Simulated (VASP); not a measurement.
# TiSi16 (a cell with a defect) in VASP: single point with PBE

Aim: the single point of TiSi16 (a cell with a defect) with PBE.

Everything below comes from runs of VASP 6.6.1. Logs are shortened: lines on timing, memory, paths and dates and some standing lists are left out, and cuts for length are marked.

### 1 The cell of the first run

The cell holds a defect, 17 atoms: a = 7.679 Å, b = 7.679 Å, c = 7.679 Å, α = 60.00°, β = 60.00°, γ = 60.00°.

### 2 Single point, PBE

Contents of INCAR:

```
ALGO = Normal ; EDIFF = 1E-7
ENCUT = 520 ; GGA = PE
ISIF = 2 ; ISMEAR = -1
LASPH = True ; LCHARG = False
LREAL = Auto ; LWAVE = False
NBANDS = 52 ; NELM = 100
PREC = Accurate ; SIGMA = 0.02
```

Contents of KPOINTS:

```
k-points
0
Gamma
  2 2 2
```

Contents of POSCAR:

```
TiSi16
1.0
    0.0000000000      5.4300000000      5.4300000000
    5.4300000000      0.0000000000      5.4300000000
    5.4300000000      5.4300000000      0.0000000000
Si Ti
16 1
Direct
    0.0073002327     -0.0013699998     -0.0130943080
    0.1410017282      0.1241685105      0.1104017438
    0.0081587730     -0.0004072587      0.4923555260
    0.1273996712      0.1315476373      0.6139182734
    0.0071921651      0.5069228741     -0.0130519713
    0.1267268743      0.6261028052      0.1207793589
    0.0031572383      0.5024293854      0.4916533111
    0.1273326416      0.6268289117      0.6139635702
    0.5045703216      0.0043679807     -0.0134108732
    0.6246005513      0.1240213728      0.1104832672
    0.5001501526     -0.0005051935      0.4923539019
    0.6254323087      0.1252057588      0.6240385084
    0.4993028100      0.5067851532     -0.0130061195
    0.6244949774      0.6407934090      0.1105364872
    0.5000825016      0.5078470131      0.4923433084
    0.6322691160      0.6267408376      0.6140109284
    0.7541706365      0.2538276028      0.2380104870
```

Potentials or basis: VASP PAW PBE potentials, release 64 (Si, Ti_sv).

The run is started by

```
$ cat potpaw_PBE.64/Si/POTCAR potpaw_PBE.64/Ti_sv/POTCAR > POTCAR
$ mpirun -np 1 vasp_std > vasp.out
```

OUTCAR:

```text
EDIFF = 1E-7
   ENCUT = 520
   GGA = PE
   ISIF = 2
   ISMEAR = -1
   LASPH = True
   LREAL = Auto
   NELM = 100
   PREC = Accurate

 ion  position               nearest neighbor table
   1  0.007  0.999  0.987-   6 2.34   4 2.34  10 2.40   2 2.40  17 2.75
   2  0.141  0.124  0.110-   9 2.28   3 2.40   1 2.40   5 2.40  17 2.43
   3  0.008  1.000  0.492-   4 2.34   8 2.34   2 2.40  12 2.40  17 2.76
   4  0.127  0.132  0.614-   7 2.33  11 2.34   3 2.34   1 2.34
   5  0.007  0.507  0.987-   6 2.34   8 2.34  14 2.40   2 2.40  17 2.75
   6  0.127  0.626  0.121-   7 2.33   1 2.34   5 2.34  13 2.34
   7  0.003  0.502  0.492-   6 2.33   4 2.33   8 2.33  16 2.33
   8  0.127  0.627  0.614-   7 2.33  15 2.34   3 2.34   5 2.34
   9  0.505  0.004  0.987-  12 2.27   2 2.28  14 2.28  10 2.28
  10  0.625  0.124  0.110-   9 2.28  11 2.39   1 2.40  13 2.40  17 2.43
  11  0.500  0.999  0.492-   4 2.34  16 2.34  10 2.39  12 2.40  17 2.76
  12  0.625  0.125  0.624-   9 2.27  15 2.40  11 2.40   3 2.40  17 2.42
  13  0.499  0.507  0.987-   6 2.34  16 2.34  14 2.40  10 2.40  17 2.75
  14  0.624  0.641  0.111-   9 2.28  15 2.39   5 2.40  13 2.40  17 2.43
  15  0.500  0.508  0.492-  16 2.34   8 2.34  14 2.39  12 2.40  17 2.76
  16  0.632  0.627  0.614-   7 2.33  15 2.34  11 2.34  13 2.34
  17  0.754  0.254  0.238-  12 2.42   2 2.43  10 2.43  14 2.43  13 2.75   5 2.75   1 2.75   3 2.76
                            15 2.76  11 2.76

  LATTYP: Found a face centered cubic cell.
 ALAT       =    10.8600000000

  Lattice vectors:

 A1 = (   0.0000000000,   5.4300000000,   5.4300000000)
 A2 = (   5.4300000000,   0.0000000000,   5.4300000000)
 A3 = (   5.4300000000,   5.4300000000,   0.0000000000)

Analysis of symmetry for initial positions (statically):
=====================================================================
 Subroutine PRICEL returns:
 Original cell was already a primitive cell.

 Routine SETGRP: Setting up the symmetry group for a
 face centered cubic supercell.

 Subroutine GETGRP returns: Found  1 space group operations
 (whereof  1 operations were pure point group operations)
 out of a pool of 48 trial point group operations.

The static configuration has the point symmetry C_1 .

Analysis of symmetry for dynamics (positions and initial velocities):
=====================================================================
 Subroutine PRICEL returns:
 Original cell was already a primitive cell.

 Routine SETGRP: Setting up the symmetry group for a
 face centered cubic supercell.

 Subroutine GETGRP returns: Found  1 space group operations
 (whereof  1 operations were pure point group operations)
 out of a pool of 48 trial point group operations.

The dynamic configuration has the point symmetry C_1 .

 Subroutine INISYM returns: Found  1 space group operations
 (whereof  1 operations are pure point group operations),
 and found     1 'primitive' translations

----------------------------------------------------------------------------------------

                                     Primitive cell

  volume of cell :     320.2060

  direct lattice vectors                    reciprocal lattice vectors
     0.000000000  5.430000000  5.430000000    -0.092081031  0.092081031  0.092081031
     5.430000000  0.000000000  5.430000000     0.092081031 -0.092081031  0.092081031
     5.430000000  5.430000000  0.000000000     0.092081031  0.092081031 -0.092081031

  length of vectors
     7.679179644  7.679179644  7.679179644     0.159489025  0.159489025  0.159489025

  position of ions in fractional coordinates (direct lattice)
     0.007300233  0.998630000  0.986905692
     0.141001728  0.124168510  0.110401744
     0.008158773  0.999592741  0.492355526
     0.127399671  0.131547637  0.613918273
     0.007192165  0.506922874  0.986948029
     0.126726874  0.626102805  0.120779359
[... 9 lines left out ...]
     0.632269116  0.626740838  0.614010928
     0.754170636  0.253827603  0.238010487

  ion indices of the primitive-cell ions
   primitive index   ion index
                 1           1
                 2           2
                 3           3
                 4           4
                 5           5
                 6           6
[... 9 lines left out ...]
                16          16
                17          17

----------------------------------------------------------------------------------------

 KPOINTS: k-points

Automatic generation of k-mesh.
 Grid dimensions read from file:
 generate k-points for:    2    2    2

 Generating k-lattice:

  Cartesian coordinates                     Fractional coordinates (reciprocal lattice)
    -0.046040516  0.046040516  0.046040516     0.500000000  0.000000000  0.000000000
     0.046040516 -0.046040516  0.046040516     0.000000000  0.500000000  0.000000000
     0.046040516  0.046040516 -0.046040516     0.000000000  0.000000000  0.500000000

  Length of vectors
     0.079744512  0.079744512  0.079744512

  Shift w.r.t. Gamma in fractional coordinates (k-lattice)
     0.000000000  0.000000000  0.000000000

 Subroutine IBZKPT returns following result:
 ===========================================

 Found      8 irreducible k-points:

 Following reciprocal coordinates:
            Coordinates               Weight
  0.000000  0.000000  0.000000      1.000000
  0.500000  0.000000  0.000000      1.000000
  0.000000  0.500000  0.000000      1.000000
  0.000000  0.000000  0.500000      1.000000
  0.500000  0.500000  0.500000      1.000000
  0.500000  0.500000  0.000000      1.000000
  0.000000  0.500000  0.500000      1.000000
  0.500000  0.000000  0.500000      1.000000
   k-points           NKPTS =      8   k-points in BZ     NKDIM =      8   number of bands    NBANDS=     52
   number of dos      NEDOS =    301   number of ions     NIONS =     17
   total plane-waves  NPLWV = 216000
   dimension x,y,z NGX =    60 NGY =   60 NGZ =   60
   dimension x,y,z NGXF=   120 NGYF=  120 NGZF=  120
   ions per type =              16   1
   NGX,Y,Z   is equivalent  to a cutoff of  12.99, 12.99, 12.99 a.u.
   NGXF,Y,Z  is equivalent  to a cutoff of  25.98, 25.98, 25.98 a.u.
 SYSTEM =  unknown system
   PREC   = accura    normal or accurate (medium, high low for compatibility)
   ISTART =      0    job   : 0-new  1-cont  2-samecut
   ICHARG =      2    charge: 1-file 2-atom 10-const
   ISPIN  =      1    spin polarized calculation?
   LNONCOLLINEAR =      F non collinear calculations
   LSORBIT =      F    spin-orbit coupling
   LASPH  =      T    aspherical Exc in radial PAW
   ENCUT  =  520.0 eV  38.22 Ry    6.18 a.u.  14.28 14.28 14.28*2*pi/ulx,y,z
   NELM   =    100;   NELMIN=  2; NELMDL= -5     # of ELM steps
   EDIFF  = 0.1E-06   stopping-criterion for ELM
   LREAL  =      T    real-space projection
   EDIFFG = 0.1E-05   stopping-criterion for IOM
   NSW    =      0    number of steps for IOM
   IBRION =     -1    ionic relax: 0-MD 1-quasi-New 2-CG
   NFREE  =      0    steps in history (QN), initial steepest desc. (CG)
   ISIF   =      2    stress and relaxation
   ISYM   =      2    0-nonsym 1-usesym 2-fastsym
   POTIM  = 0.5000    time-step for ionic-motion
   TEBEG  =    0.0;   TEEND  =   0.0 temperature during run
   PSTRESS=    0.0 pullay stress
   NELECT =      76.0000    total number of electrons
   NUPDOWN=      -1.0000    fix difference up-down
   EMIN   =  10.00;   EMAX   =-10.00  energy-range for DOS
   EFERMI =   0.00;   METHOD = LEGACY
   ISMEAR =    -1;   SIGMA  =   0.02  broadening in eV -4-tet -1-fermi 0-gaus
   EFERMI_NEDOS =   21; number of points for ismear=-14 and -15
   IALGO  =     38    algorithm
   IMIX   =      4    mixing-type and parameters
     AMIX     =   0.40;   BMIX     =  1.00
     AMIX_MAG =   1.60;   BMIX_MAG =  1.00
  volume/ion in A,a.u.               =      18.84       127.11
  Fermi-wavevector in a.u.,A,eV,Ry     =   1.013607  1.915439 13.978610  1.027399
  Thomas-Fermi vector in A             =   2.146786
   LORBIT       =      0    0 simple, 1 ext, 2 COOP (PROOUT), +10 PAW based schemes
   GGA     = PE    functional components
   LHFCALC =     F    Hartree Fock is set to
   AEXX    =    0.0000 exact exchange contribution
   IVDW    =     0    specifies the selected vdW correction
   LEPSILON=     F    determine dielectric tensor
   LRPA    =     F    only Hartree local field effects (RPA)
 non-spin polarized calculation
  energy-cutoff  :      520.00
  volume of cell :      320.21
 maximum number of plane-waves:      8646
 NGX is ok and might be reduce to    60
   NGX = 29   NGY = 29   NGZ = 29

 number of electron      76.0000003 magnetization

 Free energy of the ion-electron system (eV)
  ---------------------------------------------------
  ext. energy  EPLUGINS =         0.00000000
  ---------------------------------------------------
  free energy    TOTEN  =       -92.21266018 eV

  energy without entropy =      -92.18626291  energy(sigma->0) =      -92.19946154

 E-fermi :   6.9351     XC(G=0):  -9.7512

 val. band max:        6.9042881386   @ k =   0.5000   0.0000   0.5000
 cond. band min:       6.9558504892   @ k =   0.0000   0.0000   0.5000
 fundamental gap:      0.0515623506
 Fermi energy:         6.9351040784

 k-point     1 :       0.0000    0.0000    0.0000
  band No.  band energies     occupation
      1     -49.8726      2.00000
      2     -26.2498      2.00000
      3     -26.2497      2.00000
      4     -26.2392      2.00000
      5      -5.7186      2.00000
      6      -3.5020      2.00000
[... 42 lines left out ...]
     49       8.1824      0.00000
     50       8.4910      0.00000

 k-point     2 :       0.5000    0.0000    0.0000
  band No.  band energies     occupation
      1     -49.8726      2.00000
      2     -26.2498      2.00000
      3     -26.2497      2.00000
      4     -26.2392      2.00000
      5      -5.0065      2.00000
      6      -4.8038      2.00000
[... 310 lines left out ...]
 k-point     8 :       0.5000    0.0000    0.5000
  band No.  band energies     occupation
      1     -49.8726      2.00000
      2     -26.2498      2.00000
      3     -26.2497      2.00000
      4     -26.2392      2.00000
      5      -4.6812      2.00000
      6      -4.6057      2.00000
[... 42 lines left out ...]
     49       9.8675      0.00000
     50      10.5456      0.00000
 [bands above 50 left out]

------------------------ aborting loop because EDIFF is reached ----------------------------------------

  FORCE on cell =-STRESS in cart. coord.  units (eV):
  Direction    XX          YY          ZZ          XY          YZ          ZX
  --------------------------------------------------------------------------------------
  -------------------------------------------------------------------------------------
  Total        8.0624040      8.0933549      8.0781414     -0.0340265      0.0213001      0.0449208
  in kB       40.3409068     40.4957721     40.4196500     -0.1702545      0.1065769      0.2247650
  external PRESSURE =      40.4187763 kB  Pullay stress =       0.0000000 kB

 VOLUME and BASIS-vectors are now :
 -----------------------------------------------------------------------------
  energy-cutoff  :      520.00
  volume of cell :      320.21
      direct lattice vectors                 reciprocal lattice vectors
     0.000000000  5.430000000  5.430000000    -0.092081031  0.092081031  0.092081031
     5.430000000  0.000000000  5.430000000     0.092081031 -0.092081031  0.092081031
     5.430000000  5.430000000  0.000000000     0.092081031  0.092081031 -0.092081031

 POSITION                                       TOTAL-FORCE (eV/Angst)
 -----------------------------------------------------------------------------------
     10.78146      5.39854      5.46220         0.046173     -0.006106      0.006615
      1.27372      1.36512      1.43987        -0.056216      0.061685      0.053483
      8.10128      2.71779      5.47209        -0.004395     -0.038420      0.003782
      4.04788      4.02536      1.40608         0.023685     -0.025975      0.024985
      8.11172      5.39818      2.79164        -0.005828     -0.005930     -0.044155
      4.05557      1.34396      4.08787         0.023665      0.022018     -0.022372
[... 9 lines left out ...]
      6.73728      6.76730      6.83642        -0.025872      0.019830      0.025851
      2.67068      5.38754      5.47343         0.005864      0.004606     -0.007940
 -----------------------------------------------------------------------------------
    total drift:                               -0.011156     -0.013484      0.008865

  FREE ENERGIE OF THE ION-ELECTRON SYSTEM (eV)
  ---------------------------------------------------
  free  energy   TOTEN  =       -92.2126601751 eV

  energy  without entropy=      -92.1862629060  energy(sigma->0) =      -92.19946154
```

Wall time 3.8 min (1 thread of Intel Xeon Platinum 8488C (Sapphire Rapids), shared host); peak memory 0.5 GiB.

What came out:

```yaml
Free_energy: -92.2127 eV
Pressure: 4.0 GPa
Largest_force: 0.099 eV/Å
Band_gap_on_the_k_mesh: zero (band 38 reaches 6.96 eV, above the bottom of band 39 at 6.54 eV)
```

Forces on the atoms (eV/Å):
```
Si   0.046 -0.006  0.007
Si  -0.056  0.062  0.053
Si  -0.004 -0.038  0.004
Si   0.024 -0.026  0.025
Si  -0.006 -0.006 -0.044
Si   0.024  0.022 -0.022
Si   0.001  0.002 -0.001
Si  -0.025 -0.026 -0.021
Si   0.018  0.015 -0.016
Si  -0.057 -0.052 -0.060
Si  -0.004 -0.003  0.036
Si   0.042  0.046 -0.044
Si  -0.005  0.042  0.006
Si   0.058 -0.052  0.055
Si  -0.035 -0.004  0.005
Si  -0.026  0.020  0.026
Ti   0.006  0.005 -0.008
```

Caveat: the k points lie up to 0.50 Å⁻¹ apart.
